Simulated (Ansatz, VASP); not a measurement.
One calculation of Cu, two programs

```
Cu
1.0
     0.00000    1.80750    1.80750
     1.80750    0.00000    1.80750
     1.80750    1.80750    0.00000
Cu
1
Direct
  0.00000 0.00000 0.00000
```

Alike in both runs: task single point; functional r2SCAN; k mesh 5 × 5 × 5; no spin polarisation.

|  | VASP | Ansatz |
| --- | --- | --- |
| version | VASP 6.6.1 | Ansatz 0.2.0 |
| potentials or method | VASP PAW PBE potentials, release 64 (Cu) | plane waves, PAW |
| plane-wave cutoff (eV) | 520 | 500 |
| occupations | methfessel-paxton of order 1, width 0.1 eV | cold, width 0.1 eV |
| valence electrons in the cell | 11 | 19 |

```csv
,VASP,Ansatz,Ansatz less VASP
pressure (GPa),-5.0,-5.5,-0.54
```

VASP's potentials were made for PBE, not for r2SCAN. VASP's potentials hold 11 valence electrons a cell and Ansatz's 19, so a difference there can come from the potentials and not from the codes.

The k mesh is coarse, so the values compare programs but aren't converged.
